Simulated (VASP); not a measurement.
# CuSn2O2 in VASP: single point with PBE+D3(BJ)

Aim: the single point of CuSn2O2 with PBE+D3(BJ).

Program: VASP 6.6.1. These are calculated values, not measurements. Logs are shortened: lines on timing, memory, paths and dates and some standing lists are left out, and cuts for length are marked.

## (1) The cell of the first run

The cell holds a slab with vacuum, 5 atoms: a = 3.820 Å, b = 3.820 Å, c = 19.363 Å, α = 90.00°, β = 90.00°, γ = 90.00°.

## (2) Single point, PBE+D3(BJ), collinear spin

INCAR reads:

```
  ALGO = Normal
  DIPOL = 0.5 0.5 0.303
  EDIFF = 1E-6
  ENCUT = 520
  GGA = PE
  IDIPOL = 3
  ISIF = 2
  ISMEAR = 0
  ISPIN = 2
  IVDW = 12
  LASPH = T
  LCHARG = T
  LDIPOL = T
  LELF = T
  LMAXMIX = 4
  LORBIT = 11
  LREAL = F
  LVACPOTAV = T
  LVHAR = T
  LWAVE = F
  MAGMOM = 0 0 0 0 1
  NBANDS = 38
  NELM = 150
  PREC = Accurate
  SIGMA = 0.05
```

KPOINTS reads:

```
k-points
0
Gamma
  7 7 1
```

POSCAR reads:

```
CuSn2O2
1.0
    3.8201708766      0.0000000000      0.0000000000
    0.0000000000      3.8201708766      0.0000000000
    0.0000000000      0.0000000000     19.3630360333
Sn O Cu
2 2 1
Direct
    0.5000000000      0.0000000000      0.2065791745
    0.0000000000      0.5000000000      0.3286176828
    0.0000000000      0.0000000000      0.2675984287
    0.5000000000      0.5000000000      0.2675984287
    0.3750000000      0.8750000000      0.4422362288
```

Potentials or basis: VASP PAW PBE potentials, release 64 (Sn_d, O, Cu).

The run is started by

```sh
> cat potpaw_PBE.64/Sn_d/POTCAR potpaw_PBE.64/O/POTCAR potpaw_PBE.64/Cu/POTCAR > POTCAR
> mpirun -np 1 vasp_std > vasp.out
```

OUTCAR:

```text
EDIFF = 1E-6
   ENCUT = 520
   GGA = PE
   ISIF = 2
   ISMEAR = 0
   ISPIN = 2
   IVDW = 12
   LASPH = T
   LORBIT = 11
   LREAL = F
   NELM = 150
   PREC = Accurate
 IVDW          = 12

 ion  position               nearest neighbor table
   1  0.500  0.000  0.207-   3 2.25   4 2.25   4 2.25   3 2.25   2 3.59   2 3.59   2 3.59   2 3.59

   2  0.000  0.500  0.329-   3 2.25   4 2.25   3 2.25   4 2.25   5 2.99   1 3.59   1 3.59   1 3.59
                             1 3.59
   3  0.000  0.000  0.268-   2 2.25   2 2.25   1 2.25   1 2.25
   4  0.500  0.500  0.268-   2 2.25   2 2.25   1 2.25   1 2.25
   5  0.375  0.875  0.442-   2 2.99

  LATTYP: Found a simple tetragonal cell.
 ALAT       =     3.8201708766
 C/A-ratio  =     5.0686308699

  Lattice vectors:

 A1 = (   3.8201708766,   0.0000000000,   0.0000000000)
 A2 = (   0.0000000000,   3.8201708766,   0.0000000000)
 A3 = (   0.0000000000,   0.0000000000,  19.3630360333)

Analysis of symmetry for initial positions (statically):
=====================================================================
 Subroutine PRICEL returns:
 Original cell was already a primitive cell.

 Routine SETGRP: Setting up the symmetry group for a
 simple tetragonal supercell.

 Subroutine GETGRP returns: Found  2 space group operations
 (whereof  1 operations were pure point group operations)
 out of a pool of 16 trial point group operations.

The static configuration has the point symmetry C_1 .
 The point group associated with its full space group is C_1h.

Analysis of symmetry for dynamics (positions and initial velocities):
=====================================================================
 Subroutine PRICEL returns:
 Original cell was already a primitive cell.

 Routine SETGRP: Setting up the symmetry group for a
 simple tetragonal supercell.

 Subroutine GETGRP returns: Found  2 space group operations
 (whereof  1 operations were pure point group operations)
 out of a pool of 16 trial point group operations.

The dynamic configuration has the point symmetry C_1 .
 The point group associated with its full space group is C_1h.

Analysis of structural, dynamic, and magnetic symmetry:
=====================================================================
 Subroutine PRICEL returns:
 Original cell was already a primitive cell.

 Routine SETGRP: Setting up the symmetry group for a
 simple tetragonal supercell.

 Subroutine GETGRP returns: Found  2 space group operations
 (whereof  1 operations were pure point group operations)
 out of a pool of 16 trial point group operations.

The overall configuration has the point symmetry C_1 .
 The point group associated with its full space group is C_1h.

 Subroutine INISYM returns: Found  2 space group operations
 (whereof  1 operations are pure point group operations),
 and found     1 'primitive' translations

----------------------------------------------------------------------------------------

                                     Primitive cell

  volume of cell :     282.5784

  direct lattice vectors                    reciprocal lattice vectors
     3.820170877  0.000000000  0.000000000     0.261768395  0.000000000  0.000000000
     0.000000000  3.820170877  0.000000000     0.000000000  0.261768395  0.000000000
     0.000000000  0.000000000 19.363036033     0.000000000  0.000000000  0.051644794

  length of vectors
     3.820170877  3.820170877 19.363036033     0.261768395  0.261768395  0.051644794

  position of ions in fractional coordinates (direct lattice)
     0.500000000  0.000000000  0.206579174
     0.000000000  0.500000000  0.328617683
     0.000000000  0.000000000  0.267598429
     0.500000000  0.500000000  0.267598429
     0.375000000  0.875000000  0.442236229

  ion indices of the primitive-cell ions
   primitive index   ion index
                 1           1
                 2           2
                 3           3
                 4           4
                 5           5

----------------------------------------------------------------------------------------

 KPOINTS: k-points

Automatic generation of k-mesh.
 Grid dimensions read from file:
 generate k-points for:    7    7    1

 Generating k-lattice:

  Cartesian coordinates                     Fractional coordinates (reciprocal lattice)
     0.037395485  0.000000000  0.000000000     0.142857143  0.000000000  0.000000000
     0.000000000  0.037395485  0.000000000     0.000000000  0.142857143  0.000000000
     0.000000000  0.000000000  0.051644794     0.000000000  0.000000000  1.000000000

  Length of vectors
     0.037395485  0.037395485  0.051644794

  Shift w.r.t. Gamma in fractional coordinates (k-lattice)
     0.000000000  0.000000000  0.000000000

 Subroutine IBZKPT returns following result:
 ===========================================

 Found     16 irreducible k-points:

 Following reciprocal coordinates:
            Coordinates               Weight
  0.000000  0.000000  0.000000      1.000000
  0.142857  0.000000  0.000000      4.000000
  0.285714  0.000000  0.000000      4.000000
  0.428571  0.000000  0.000000      4.000000
  0.142857  0.142857  0.000000      2.000000
 -0.142857  0.142857  0.000000      2.000000
[... 8 lines left out ...]
  0.428571  0.428571  0.000000      2.000000
 -0.428571  0.428571  0.000000      2.000000
   k-points           NKPTS =     16   k-points in BZ     NKDIM =     16   number of bands    NBANDS=     38
   number of dos      NEDOS =    301   number of ions     NIONS =      5
   total plane-waves  NPLWV = 112896
   dimension x,y,z NGX =    28 NGY =   28 NGZ =  144
   dimension x,y,z NGXF=    56 NGYF=   56 NGZF=  288
   ions per type =               2   2   1
   NGX,Y,Z   is equivalent  to a cutoff of  12.19, 12.19, 12.36 a.u.
   NGXF,Y,Z  is equivalent  to a cutoff of  24.37, 24.37, 24.73 a.u.
 SYSTEM =  unknown system
   PREC   = accura    normal or accurate (medium, high low for compatibility)
   ISTART =      0    job   : 0-new  1-cont  2-samecut
   ICHARG =      2    charge: 1-file 2-atom 10-const
   ISPIN  =      2    spin polarized calculation?
   LNONCOLLINEAR =      F non collinear calculations
   LSORBIT =      F    spin-orbit coupling
   LASPH  =      T    aspherical Exc in radial PAW
   ENCUT  =  520.0 eV  38.22 Ry    6.18 a.u.   7.10  7.10 36.00*2*pi/ulx,y,z
   NELM   =    150;   NELMIN=  2; NELMDL= -5     # of ELM steps
   EDIFF  = 0.1E-05   stopping-criterion for ELM
   LREAL  =      F    real-space projection
   EDIFFG = 0.1E-04   stopping-criterion for IOM
   NSW    =      0    number of steps for IOM
   IBRION =     -1    ionic relax: 0-MD 1-quasi-New 2-CG
   NFREE  =      0    steps in history (QN), initial steepest desc. (CG)
   ISIF   =      2    stress and relaxation
   ISYM   =      2    0-nonsym 1-usesym 2-fastsym
   POTIM  = 0.5000    time-step for ionic-motion
   TEBEG  =    0.0;   TEEND  =   0.0 temperature during run
   PSTRESS=    0.0 pullay stress
   NELECT =      51.0000    total number of electrons
   NUPDOWN=      -1.0000    fix difference up-down
   EMIN   =  10.00;   EMAX   =-10.00  energy-range for DOS
   EFERMI =   0.00;   METHOD = LEGACY
   ISMEAR =     0;   SIGMA  =   0.05  broadening in eV -4-tet -1-fermi 0-gaus
   EFERMI_NEDOS =   21; number of points for ismear=-14 and -15
   IALGO  =     38    algorithm
   IMIX   =      4    mixing-type and parameters
     AMIX     =   0.40;   BMIX     =  1.00
     AMIX_MAG =   1.60;   BMIX_MAG =  1.00
  volume/ion in A,a.u.               =      56.52       381.39
  Fermi-wavevector in a.u.,A,eV,Ry     =   0.925164  1.748306 11.645604  0.855928
  Thomas-Fermi vector in A             =   2.050988
   LORBIT       =     11    0 simple, 1 ext, 2 COOP (PROOUT), +10 PAW based schemes
   GGA     = PE    functional components
   LHFCALC =     F    Hartree Fock is set to
   AEXX    =    0.0000 exact exchange contribution
   IVDW    =    12    specifies the selected vdW correction
   LEPSILON=     F    determine dielectric tensor
   LRPA    =     F    only Hartree local field effects (RPA)
 spin polarized calculation
 Gauss-broadening in eV      SIGMA  =   0.05
  energy-cutoff  :      520.00
  volume of cell :      282.58
 maximum number of plane-waves:      7644
   NGX = 15   NGY = 15   NGZ = 73

 dipolmoment           0.000000      0.000000     -0.002242 electrons x Angstroem

 number of electron      50.9999964 magnetization       0.3025763

 dipolmoment           0.000000      0.000000      0.031882 electrons x Angstroem

 Free energy of the ion-electron system (eV)
  ---------------------------------------------------
  ext. energy  EPLUGINS =         0.00000000
  ---------------------------------------------------
  free energy    TOTEN  =       -23.83385273 eV

  energy without entropy =      -23.83030533  energy(sigma->0) =      -23.83207903

 E-fermi :  -0.8208     XC(G=0):  -4.0987

 val. band max:       -0.8296951379   @ k =   0.2857   0.0000   0.0000
 cond. band min:      -0.7789133740   @ k =   0.2857   0.1429   0.0000
 fundamental gap:      0.0507817640
 Fermi energy:        -0.8208055776

 spin component 1

 k-point     1 :       0.0000    0.0000    0.0000
  band No.  band energies     occupation
      1     -22.8647      1.00000
      2     -22.5129      1.00000
      3     -22.5127      1.00000
      4     -22.4921      1.00000
      5     -22.4888      1.00000
      6     -22.4834      1.00000
[... 29 lines left out ...]
     36       5.0580      0.00000
     37       6.3527      0.00000

 k-point     2 :       0.1429    0.0000    0.0000
  band No.  band energies     occupation
      1     -22.8562      1.00000
      2     -22.5392      1.00000
      3     -22.5124      1.00000
      4     -22.4932      1.00000
      5     -22.4789      1.00000
      6     -22.4760      1.00000
[... 29 lines left out ...]
     36       5.6521      0.00000
     37       6.2703      0.00000
[... 518 lines left out ...]
     36       6.0038      0.00000
     37       6.6927      0.00000

 k-point    16 :      -0.4286    0.4286    0.0000
  band No.  band energies     occupation
      1     -22.8125      1.00000
      2     -22.8012      1.00000
      3     -22.5234      1.00000
      4     -22.4939      1.00000
      5     -22.4558      1.00000
      6     -22.4011      1.00000
[... 29 lines left out ...]
     36       6.0773      0.00000
     37       6.6729      0.00000
 Fermi energy:        -0.8208055776

 spin component 2

 k-point     1 :       0.0000    0.0000    0.0000
  band No.  band energies     occupation
      1     -22.8544      1.00000
      2     -22.5011      1.00000
      3     -22.4996      1.00000
      4     -22.4867      1.00000
      5     -22.4761      1.00000
      6     -22.4704      1.00000
[... 29 lines left out ...]
     36       5.1522      0.00000
     37       6.4044      0.00000

 k-point     2 :       0.1429    0.0000    0.0000
  band No.  band energies     occupation
      1     -22.8460      1.00000
      2     -22.5264      1.00000
      3     -22.4996      1.00000
      4     -22.4805      1.00000
      5     -22.4726      1.00000
      6     -22.4639      1.00000
[... 29 lines left out ...]
     36       5.7416      0.00000
     37       6.3900      0.00000
[... 518 lines left out ...]
     36       6.1160      0.00000
     37       6.7094      0.00000

 k-point    16 :      -0.4286    0.4286    0.0000
  band No.  band energies     occupation
      1     -22.8019      1.00000
      2     -22.7908      1.00000
      3     -22.5088      1.00000
      4     -22.4818      1.00000
      5     -22.4453      1.00000
      6     -22.3980      1.00000
[... 29 lines left out ...]
     36       6.1934      0.00000
     37       6.7216      0.00000
 [bands above 37 left out]

------------------------ aborting loop because EDIFF is reached ----------------------------------------

 Edisp (eV)   -0.82099

 E8    (eV) :    -0.3692

  FORCE on cell =-STRESS in cart. coord.  units (eV):
  Direction    XX          YY          ZZ          XY          YZ          ZX
  --------------------------------------------------------------------------------------
  -------------------------------------------------------------------------------------
  Total      -1.93180    -1.93180    -1.43030    -0.12224    -0.15667    -0.15666
  in kB     -10.95302   -10.95302    -8.10957    -0.69306    -0.88827    -0.88826
  external pressure =      -10.01 kB  Pullay stress =        0.00 kB

 VOLUME and BASIS-vectors are now :
 -----------------------------------------------------------------------------
  energy-cutoff  :      520.00
  volume of cell :      282.58
      direct lattice vectors                 reciprocal lattice vectors
     3.820170877  0.000000000  0.000000000     0.261768395  0.000000000  0.000000000
     0.000000000  3.820170877  0.000000000     0.000000000  0.261768395  0.000000000
     0.000000000  0.000000000 19.363036033     0.000000000  0.000000000  0.051644794

 POSITION                                       TOTAL-FORCE (eV/Angst)
 -----------------------------------------------------------------------------------
      1.91009      0.00000      4.00000         0.009580      0.009580      0.034873
      0.00000      1.91009      6.36304         0.111834      0.111834      0.651932
      0.00000      0.00000      5.18152        -0.033522     -0.005889     -0.036894
      1.91009      1.91009      5.18152        -0.005889     -0.033522     -0.036894
      1.43256      3.34265      8.56304        -0.082002     -0.082002     -0.613018
 -----------------------------------------------------------------------------------
    total drift:                                0.000050      0.000050      0.001876

  FREE ENERGIE OF THE ION-ELECTRON SYSTEM (eV)
  ---------------------------------------------------
  free  energy   TOTEN  =       -24.6548380082 eV

  energy  without entropy=      -24.6512906158  energy(sigma->0) =      -24.65306431

 vacuum level on the upper side and lower side of the slab         3.549         3.155

 total charge

# of ion       s       p       d       tot
------------------------------------------
    1        1.279   0.764  10.055  12.097
    2        1.197   0.775  10.072  12.043
    3        1.579   3.421   0.000   5.000
    4        1.579   3.421   0.000   5.000
    5        0.379   0.042   9.320   9.741
--------------------------------------------------
tot          6.013   8.423  29.446  43.882

 magnetization (x)

# of ion       s       p       d       tot
------------------------------------------
    1        0.001   0.001   0.000   0.002
    2        0.031   0.008   0.003   0.041
    3        0.001   0.015   0.000   0.016
    4        0.001   0.015   0.000   0.016
    5        0.063   0.004   0.011   0.077
--------------------------------------------------
tot          0.097   0.043   0.014   0.153
```

Wall time 19 min (1 thread of Intel Xeon 8259CL, shared host); peak memory 0.58 GiB.

Results:

* Free energy: -24.6548 eV
* Largest force: 0.671 eV/Å
* Net moment: 0.30 μB per cell
* Site moments: Sn +0.00, +0.04; O +0.02; Cu +0.08 μB
* Valence electrons inside the program's atomic spheres: Sn 12.10, 12.04; O 5.00; Cu 9.74
* Dispersion energy per atom: -0.164 eV

Forces in eV/Å, atoms in the order of the input:
```
Sn   0.010  0.010  0.035
Sn   0.112  0.112  0.652
O   -0.034 -0.006 -0.037
O   -0.006 -0.034 -0.037
Cu  -0.082 -0.082 -0.613
```

Caveat: a moment this small can come from the mesh or the smearing; spin-orbit coupling is left out, which moves the levels of the heavy elements. With open d or f shells a metallic result of PBE can be an artefact of self-interaction; +U or a hybrid may open a gap.
